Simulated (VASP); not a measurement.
# Hf3F2 (P-3m1) in VASP: notebook

Runs on Hf3F2. Level: PBE. Tasks: single point.

Program: VASP 6.6.1. These are calculated values, not measurements. Logs are shortened: lines on timing, memory, paths and dates and some standing lists are left out, and cuts for length are marked.

### Step 1. The cell of the first run

It takes space group P-3m1 (No. 164, trigonal). Conventional cell: a = 3.206 Å, b = 3.206 Å, c = 10.038 Å, α = 90.00°, β = 90.00°, γ = 120.00°. Hf (site symmetry 3m) has 3 F at 2.29 Å and 9 Hf at 3.08 to 3.21 Å within 3.3 Å. Within 4.5 Å of Hf (site symmetry -3m) lie 18 Hf at 3.08 to 4.45 Å and 6 F at 4.24 Å. Within 3.3 Å of F (site symmetry 3m) lie 3 Hf at 2.29 Å and 9 F at 3.04 to 3.21 Å.

### Step 2. Single point, PBE

Contents of INCAR:

```
PREC     = Accurate       # precision mode
ENCUT    = 600            # plane-wave cutoff, eV
EDIFF    = 1E-6           # SCF threshold, eV
ISMEAR   = 0              # smearing method
SIGMA    = 0.2            # smearing width, eV
LREAL    = F              # projectors in reciprocal space
LASPH    = T              # aspherical terms in the spheres
NELM     = 120            # most SCF steps
ALGO     = Normal         # electronic algorithm
ISIF     = 2              # what is computed and relaxed
LWAVE    = F              # write WAVECAR
LCHARG   = T              # write CHGCAR
GGA      = PE             # functional
LELF     = T              # ELF
LVHAR    = T            
NBANDS   = 30             # bands
GGA_COMPAT= F
```

Contents of KPOINTS:

```
Automatic mesh
0
Gamma
  6 6 2
```

Contents of POSCAR:

```
Hf3F2
1.0
    3.2055825076      0.0000000000      0.0000000000
   -1.6027912538      2.7761158855      0.0000000000
    0.0000000000      0.0000000000     10.0379855659
Hf F
3 2
Direct
    0.3333333333      0.6666666667      0.2458654899
    0.6666666667      0.3333333333      0.7541345101
    0.0000000000      0.0000000000      0.0000000000
    0.6666666667      0.3333333333      0.3796940842
    0.3333333333      0.6666666667      0.6203059158
```

Potentials or basis: VASP PAW PBE potentials, release 64 (Hf_pv, F).

The run is started by

```bash
cat potpaw_PBE.64/Hf_pv/POTCAR potpaw_PBE.64/F/POTCAR > POTCAR
mpirun -np 1 vasp_std > vasp.out
```

OUTCAR:

```text
PREC = Accurate
   ENCUT = 600
   EDIFF = 1E-6
   ISMEAR = 0
   LREAL = F
   LASPH = T
   NELM = 120
   ISIF = 2
   GGA = PE

 ion  position               nearest neighbor table
   1  0.333  0.667  0.246-   4 2.29   4 2.29   4 2.29   3 3.08   3 3.08   3 3.08
   2  0.667  0.333  0.754-   5 2.29   5 2.29   5 2.29   3 3.08   3 3.08   3 3.08
   3  0.000  0.000  0.000-   1 3.08   2 3.08   1 3.08   2 3.08   2 3.08   1 3.08
   4  0.667  0.333  0.380-   1 2.29   1 2.29   1 2.29
   5  0.333  0.667  0.620-   2 2.29   2 2.29   2 2.29

  LATTYP: Found a hexagonal cell.
 ALAT       =     3.2055825076
 C/A-ratio  =     3.1314076434

  Lattice vectors:

 A1 = (   3.2055825076,   0.0000000000,   0.0000000000)
 A2 = (  -1.6027912538,   2.7761158855,   0.0000000000)
 A3 = (   0.0000000000,   0.0000000000,  10.0379855659)

Analysis of symmetry for initial positions (statically):
=====================================================================
 Subroutine PRICEL returns:
 Original cell was already a primitive cell.

 Routine SETGRP: Setting up the symmetry group for a
 hexagonal supercell.

 Subroutine GETGRP returns: Found 12 space group operations
 (whereof 12 operations were pure point group operations)
 out of a pool of 24 trial point group operations.

The static configuration has the point symmetry D_3d.

Analysis of symmetry for dynamics (positions and initial velocities):
=====================================================================
 Subroutine PRICEL returns:
 Original cell was already a primitive cell.

 Routine SETGRP: Setting up the symmetry group for a
 hexagonal supercell.

 Subroutine GETGRP returns: Found 12 space group operations
 (whereof 12 operations were pure point group operations)
 out of a pool of 24 trial point group operations.

The dynamic configuration has the point symmetry D_3d.

 Subroutine INISYM returns: Found 12 space group operations
 (whereof 12 operations are pure point group operations),
 and found     1 'primitive' translations

----------------------------------------------------------------------------------------

                                     Primitive cell

  volume of cell :      89.3287

  direct lattice vectors                    reciprocal lattice vectors
     3.205582508  0.000000000  0.000000000     0.311955783  0.180107755  0.000000000
    -1.602791254  2.776115885  0.000000000     0.000000000  0.360215510  0.000000000
     0.000000000  0.000000000 10.037985566     0.000000000  0.000000000  0.099621582

  length of vectors
     3.205582508  3.205582508 10.037985566     0.360215510  0.360215510  0.099621582

  position of ions in fractional coordinates (direct lattice)
     0.333333333  0.666666667  0.245865490
     0.666666667  0.333333333  0.754134510
     0.000000000  0.000000000  0.000000000
     0.666666667  0.333333333  0.379694084
     0.333333333  0.666666667  0.620305916

  ion indices of the primitive-cell ions
   primitive index   ion index
                 1           1
                 2           2
                 3           3
                 4           4
                 5           5

----------------------------------------------------------------------------------------

 KPOINTS: Automatic mesh

Automatic generation of k-mesh.
 Grid dimensions read from file:
 generate k-points for:    6    6    2

 Generating k-lattice:

  Cartesian coordinates                     Fractional coordinates (reciprocal lattice)
     0.051992630  0.030017959  0.000000000     0.166666667 -0.000000000  0.000000000
     0.000000000  0.060035918  0.000000000     0.000000000  0.166666667  0.000000000
     0.000000000  0.000000000  0.049810791     0.000000000  0.000000000  0.500000000

  Length of vectors
     0.060035918  0.060035918  0.049810791

  Shift w.r.t. Gamma in fractional coordinates (k-lattice)
     0.000000000  0.000000000  0.000000000

 Subroutine IBZKPT returns following result:
 ===========================================

 Found     14 irreducible k-points:

 Following reciprocal coordinates:
            Coordinates               Weight
  0.000000  0.000000  0.000000      1.000000
  0.166667  0.000000  0.000000      6.000000
  0.333333  0.000000  0.000000      6.000000
  0.500000  0.000000  0.000000      3.000000
  0.166667  0.166667  0.000000      6.000000
  0.333333  0.166667  0.000000     12.000000
  0.333333  0.333333  0.000000      2.000000
  0.000000  0.000000  0.500000      1.000000
  0.166667  0.000000  0.500000      6.000000
  0.333333  0.000000  0.500000      6.000000
  0.500000  0.000000  0.500000      3.000000
  0.166667  0.166667  0.500000      6.000000
  0.333333  0.166667  0.500000     12.000000
  0.333333  0.333333  0.500000      2.000000
   k-points           NKPTS =     14   k-points in BZ     NKDIM =     14   number of bands    NBANDS=     30
   number of dos      NEDOS =    301   number of ions     NIONS =      5
   total plane-waves  NPLWV =  62720
   dimension x,y,z NGX =    28 NGY =   28 NGZ =   80
   dimension x,y,z NGXF=    56 NGYF=   56 NGZF=  160
   ions per type =               3   2
   NGX,Y,Z   is equivalent  to a cutoff of  14.52, 14.52, 13.25 a.u.
   NGXF,Y,Z  is equivalent  to a cutoff of  29.04, 29.04, 26.50 a.u.
 SYSTEM =  unknown system
   PREC   = accura    normal or accurate (medium, high low for compatibility)
   ISTART =      0    job   : 0-new  1-cont  2-samecut
   ICHARG =      2    charge: 1-file 2-atom 10-const
   ISPIN  =      1    spin polarized calculation?
   LNONCOLLINEAR =      F non collinear calculations
   LSORBIT =      F    spin-orbit coupling
   LASPH  =      T    aspherical Exc in radial PAW
   ENCUT  =  600.0 eV  44.10 Ry    6.64 a.u.   6.40  6.40 20.05*2*pi/ulx,y,z
   NELM   =    120;   NELMIN=  2; NELMDL= -5     # of ELM steps
   EDIFF  = 0.1E-05   stopping-criterion for ELM
   LREAL  =      F    real-space projection
   EDIFFG = 0.1E-04   stopping-criterion for IOM
   NSW    =      0    number of steps for IOM
   IBRION =     -1    ionic relax: 0-MD 1-quasi-New 2-CG
   NFREE  =      0    steps in history (QN), initial steepest desc. (CG)
   ISIF   =      2    stress and relaxation
   ISYM   =      2    0-nonsym 1-usesym 2-fastsym
   POTIM  = 0.5000    time-step for ionic-motion
   TEBEG  =    0.0;   TEEND  =   0.0 temperature during run
   PSTRESS=    0.0 pullay stress
   NELECT =      44.0000    total number of electrons
   NUPDOWN=      -1.0000    fix difference up-down
   EMIN   =  10.00;   EMAX   =-10.00  energy-range for DOS
   EFERMI =   0.00;   METHOD = LEGACY
   ISMEAR =     0;   SIGMA  =   0.20  broadening in eV -4-tet -1-fermi 0-gaus
   EFERMI_NEDOS =   21; number of points for ismear=-14 and -15
   IALGO  =     38    algorithm
   IMIX   =      4    mixing-type and parameters
     AMIX     =   0.40;   BMIX     =  1.00
     AMIX_MAG =   1.60;   BMIX_MAG =  1.00
  volume/ion in A,a.u.               =      17.87       120.56
  Fermi-wavevector in a.u.,A,eV,Ry     =   1.292891  2.443210 22.743063  1.671568
  Thomas-Fermi vector in A             =   2.424571
   LORBIT       =      0    0 simple, 1 ext, 2 COOP (PROOUT), +10 PAW based schemes
   GGA     = PE    functional components
   LHFCALC =     F    Hartree Fock is set to
   AEXX    =    0.0000 exact exchange contribution
   IVDW    =     0    specifies the selected vdW correction
   LEPSILON=     F    determine dielectric tensor
   LRPA    =     F    only Hartree local field effects (RPA)
 non-spin polarized calculation
 Gauss-broadening in eV      SIGMA  =   0.20
  energy-cutoff  :      600.00
  volume of cell :       89.33
 maximum number of plane-waves:      3008
 NGX is ok and might be reduce to    28
   NGX = 13   NGY = 13   NGZ = 41

 number of electron      44.0000001 magnetization

 Free energy of the ion-electron system (eV)
  ---------------------------------------------------
  ext. energy  EPLUGINS =         0.00000000
  ---------------------------------------------------
  free energy    TOTEN  =       -42.14764149 eV

  energy without entropy =      -42.08407459  energy(sigma->0) =      -42.11585804

 E-fermi :   4.2504     XC(G=0): -10.5779

 val. band max:        4.1108413439   @ k =   0.1667   0.0000   0.5000
 cond. band min:       4.2510894354   @ k =   0.3333   0.1667   0.0000
 fundamental gap:      0.1402480915
 Fermi energy:         4.2503975154

 k-point     1 :       0.0000    0.0000    0.0000
  band No.  band energies     occupation
      1     -27.2254      2.00000
      2     -27.1570      2.00000
      3     -26.6087      2.00000
      4     -26.6087      2.00000
      5     -26.6062      2.00000
      6     -26.6062      2.00000
[... 22 lines left out ...]
     29       6.6559      0.00000
     30       7.9712      0.00000

 k-point     2 :       0.1667    0.0000    0.0000
  band No.  band energies     occupation
      1     -27.1707      2.00000
      2     -27.1275      2.00000
      3     -26.7908      2.00000
      4     -26.7707      2.00000
      5     -26.6436      2.00000
      6     -26.6399      2.00000
[... 22 lines left out ...]
     29       6.7465      0.00000
     30       7.3695      0.00000

 k-point     3 :       0.3333    0.0000    0.0000
  band No.  band energies     occupation
      1     -27.1551      2.00000
      2     -27.1422      2.00000
      3     -27.0216      2.00000
      4     -27.0086      2.00000
      5     -26.7126      2.00000
      6     -26.7066      2.00000
[... 22 lines left out ...]
     29       8.0119      0.00000
     30       8.4636      0.00000

 k-point     4 :       0.5000    0.0000    0.0000
  band No.  band energies     occupation
      1     -27.2934      2.00000
      2     -27.2669      2.00000
      3     -27.0157      2.00000
      4     -26.9657      2.00000
      5     -26.7466      2.00000
      6     -26.7396      2.00000
[... 22 lines left out ...]
     29       9.6482      0.00000
     30       9.6996      0.00000

 k-point     5 :       0.1667    0.1667    0.0000
  band No.  band energies     occupation
      1     -27.1013      2.00000
      2     -27.0988      2.00000
      3     -26.9989      2.00000
      4     -26.9562      2.00000
      5     -26.7264      2.00000
      6     -26.7261      2.00000
[... 22 lines left out ...]
     29       7.8188      0.00000
     30       7.9458      0.00000
[... 196 lines left out ...]
     29       9.1307      0.00000
     30       9.6290      0.00000

 k-point    12 :       0.1667    0.1667    0.5000
  band No.  band energies     occupation
      1     -27.1020      2.00000
      2     -27.0981      2.00000
      3     -26.9986      2.00000
      4     -26.9564      2.00000
      5     -26.7264      2.00000
      6     -26.7261      2.00000
[... 22 lines left out ...]
     29       7.3789      0.00000
     30       8.3701      0.00000

 k-point    13 :       0.3333    0.1667    0.5000
  band No.  band energies     occupation
      1     -27.2093      2.00000
      2     -27.1920      2.00000
      3     -27.0005      2.00000
      4     -26.9797      2.00000
      5     -26.8349      2.00000
      6     -26.8302      2.00000
[... 22 lines left out ...]
     29       8.2774      0.00000
     30       9.1817      0.00000

 k-point    14 :       0.3333    0.3333    0.5000
  band No.  band energies     occupation
      1     -27.1274      2.00000
      2     -27.1274      2.00000
      3     -27.0229      2.00000
      4     -26.9906      2.00000
      5     -26.9670      2.00000
      6     -26.9670      2.00000
[... 22 lines left out ...]
     29       8.0386      0.00000
     30       8.8507      0.00000

------------------------ aborting loop because EDIFF is reached ----------------------------------------

  FORCE on cell =-STRESS in cart. coord.  units (eV):
  Direction    XX          YY          ZZ          XY          YZ          ZX
  --------------------------------------------------------------------------------------
  -------------------------------------------------------------------------------------
  Total       -0.3467216     -0.3467216     -0.3096454      0.0000000      0.0000000      0.0000000
  in kB       -6.2187101     -6.2187101     -5.5537207      0.0000000      0.0000000      0.0000000
  external PRESSURE =      -5.9970470 kB  Pullay stress =       0.0000000 kB

 VOLUME and BASIS-vectors are now :
 -----------------------------------------------------------------------------
  energy-cutoff  :      600.00
  volume of cell :       89.33
      direct lattice vectors                 reciprocal lattice vectors
     3.205582508  0.000000000  0.000000000     0.311955783  0.180107755  0.000000000
    -1.602791254  2.776115885  0.000000000     0.000000000  0.360215510  0.000000000
     0.000000000  0.000000000 10.037985566     0.000000000  0.000000000  0.099621582

 POSITION                                       TOTAL-FORCE (eV/Angst)
 -----------------------------------------------------------------------------------
     -0.00000      1.85074      2.46799         0.000000      0.000000      0.140399
      1.60279      0.92537      7.56999         0.000000      0.000000     -0.140399
      0.00000      0.00000      0.00000         0.000000      0.000000     -0.000000
      1.60279      0.92537      3.81136         0.000000      0.000000     -0.203153
     -0.00000      1.85074      6.22662        -0.000000     -0.000000      0.203153
 -----------------------------------------------------------------------------------
    total drift:                                0.000000     -0.000000      0.000000

  FREE ENERGIE OF THE ION-ELECTRON SYSTEM (eV)
  ---------------------------------------------------
  free  energy   TOTEN  =       -42.1476414929 eV

  energy  without entropy=      -42.0840745890  energy(sigma->0) =      -42.11585804
```

Run time: 2.2 min. Hardware: 1 thread of Intel Xeon 8259CL, shared host; peak memory 0.25 GiB.

Results:

```
Free energy            : -42.1476 eV
Pressure               : -0.6 GPa
Largest force          : 0.203 eV/Å
Band gap on the k mesh : zero (bands 22 and 23 overlap by 1.43 eV)
```

Forces in eV/Å, atoms in the order of the input:
```
Hf   0.000  0.000  0.140
Hf   0.000  0.000 -0.140
Hf   0.000  0.000  0.000
F    0.000  0.000 -0.203
F    0.000  0.000  0.203
```

Caveat: the k points lie up to 0.38 Å⁻¹ apart, too coarse for converged energies and pressures of a metal; spin-orbit coupling is left out, which moves the levels of the heavy elements.

### Step 3. Single point, PBE

Contents of INCAR:

```
SYSTEM = Hf3F2
ALGO = Normal ; EDIFF = 1E-6
ENCUT = 600 ; GGA = PE
GGA_COMPAT = .False. ; ISIF = 2
ISMEAR = 0 ; LASPH = .True.
LCHARG = .False. ; LREAL = .False.
LWAVE = .False. ; NBANDS = 30
NELM = 120 ; PREC = Accurate
SIGMA = 0.1
```

Contents of KPOINTS:

```
k-points
0
Gamma
  6 6 2
  0 0 0
```

POSCAR is that of step 2.

Potentials or basis: VASP PAW PBE potentials, release 64 (Hf_pv, F).

The run is started by

```bash
cat potpaw_PBE.64/Hf_pv/POTCAR potpaw_PBE.64/F/POTCAR > POTCAR
mpirun -np 1 vasp_std > vasp.out
```

OUTCAR:

```text
SYSTEM = Hf3F2
   EDIFF = 1E-6
   ENCUT = 600
   GGA = PE
   ISIF = 2
   ISMEAR = 0
   LASPH = .True.
   LREAL = .False.
   NELM = 120
   PREC = Accurate

 ion  position               nearest neighbor table
   1  0.333  0.667  0.246-   4 2.29   4 2.29   4 2.29   3 3.08   3 3.08   3 3.08
   2  0.667  0.333  0.754-   5 2.29   5 2.29   5 2.29   3 3.08   3 3.08   3 3.08
   3  0.000  0.000  0.000-   1 3.08   2 3.08   1 3.08   2 3.08   2 3.08   1 3.08
[... 656 lines left out ...]
  --------------------------------------------------------------------------------------
  -------------------------------------------------------------------------------------
  Total       -0.3778915     -0.3778915     -0.2127816     -0.0000000      0.0000000      0.0000000
  in kB       -6.7777667     -6.7777667     -3.8163973     -0.0000000      0.0000000      0.0000000
  external PRESSURE =      -5.7906436 kB  Pullay stress =       0.0000000 kB

 VOLUME and BASIS-vectors are now :
 -----------------------------------------------------------------------------
  energy-cutoff  :      600.00
  volume of cell :       89.33
      direct lattice vectors                 reciprocal lattice vectors
     3.205582508  0.000000000  0.000000000     0.311955783  0.180107755  0.000000000
    -1.602791254  2.776115885  0.000000000     0.000000000  0.360215510  0.000000000
     0.000000000  0.000000000 10.037985566     0.000000000  0.000000000  0.099621582

 POSITION                                       TOTAL-FORCE (eV/Angst)
 -----------------------------------------------------------------------------------
     -0.00000      1.85074      2.46799         0.000000     -0.000000      0.157933
      1.60279      0.92537      7.56999         0.000000      0.000000     -0.157933
      0.00000      0.00000      0.00000         0.000000      0.000000      0.000000
      1.60279      0.92537      3.81136         0.000000      0.000000     -0.203247
     -0.00000      1.85074      6.22662        -0.000000     -0.000000      0.203247
 -----------------------------------------------------------------------------------
    total drift:                                0.000000     -0.000000      0.000000

  FREE ENERGIE OF THE ION-ELECTRON SYSTEM (eV)
  ---------------------------------------------------
  free  energy   TOTEN  =       -42.1218029657 eV

  energy  without entropy=      -42.1014421673  energy(sigma->0) =      -42.11162257
```

Wall time 2 min (1 thread of Intel Xeon 8259CL, shared host); peak memory 0.24 GiB.

What came out:

- Free energy: -42.1218 eV
- Pressure: -0.6 GPa
- Largest force: 0.203 eV/Å
- Band gap on the k mesh: zero (bands 22 and 23 overlap by 1.43 eV)

Forces on the atoms (eV/Å):
```
Hf   0.000  0.000  0.158
Hf   0.000  0.000 -0.158
Hf   0.000  0.000  0.000
F    0.000  0.000 -0.203
F    0.000  0.000  0.203
```

Levels at points of the mesh, in eV from the Fermi level:
```tsv
k point	band 18	band 19	band 20	band 21	band 22	band 23	band 24	band 25	band 26	band 27
(0.00, 0.00, 0.00)	-5.87	-2.91	-2.59	0.51	1.17	1.17	1.65	1.71	1.71	1.72
(0.50, 0.00, 0.00)	-2.97	-2.21	-1.52	-1.39	-0.37	0.61	0.96	1.61	3.40	4.43
(0.00, 0.00, 0.50)	-5.68	-3.29	-2.36	0.58	1.17	1.17	1.60	1.69	1.69	1.72
(0.50, 0.00, 0.50)	-2.97	-2.18	-1.49	-1.45	-0.38	0.63	0.98	1.61	3.39	4.42
```

Caveat: the k points lie up to 0.38 Å⁻¹ apart, too coarse for converged energies and pressures of a metal; spin-orbit coupling is left out, which moves the levels of the heavy elements.
